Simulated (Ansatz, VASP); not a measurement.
# Two plane-wave programs on SnO2

```
Sn O
1.0
    -2.02625    2.02625    5.18069
     2.02625   -2.02625    5.18069
     2.02625    2.02625   -5.18069
Sn O
2 4
Direct
  0.75000 0.25000 0.50000
  0.00000 0.00000 0.00000
  0.59620 0.74097 0.85523
  0.95240 0.45240 0.50000
  0.20240 0.20240 0.00000
  0.54760 0.04760 0.50000
```

Alike in both runs: task single point; functional PBE; k mesh 10 × 10 × 10; occupations gaussian, width 0.05 eV; no spin polarisation.

|  | VASP | Ansatz |
| --- | --- | --- |
| version | VASP 6.6.1 | Ansatz 0.2.0 |
| potentials or method | VASP PAW PBE potentials, release 64 (Sn_d, O), cutoff 520 eV | scalar-relativistic, plane waves, PAW |
| valence electrons in the cell | 52 | 52 |

|  | VASP | Ansatz | Ansatz less VASP |
| --- | --- | --- | --- |
| gap on the k mesh at the Fermi level (eV) | 0.15 | 0.16 | +0.018 |
| least direct gap on the mesh (eV) | 0.80 | 0.81 | +0.018 |
| pressure (GPa) | -1.1 | -1.6 | -0.52 |
| traceless stress, the component that is largest in VASP (GPa) | -1.10 | -1.10 | -0.005 |
| rms of the force components (eV/Å) | 0.975 | 0.977 | +0.0026 |

Atom by atom the forces differ by 0.021 eV/Å (rms over components).
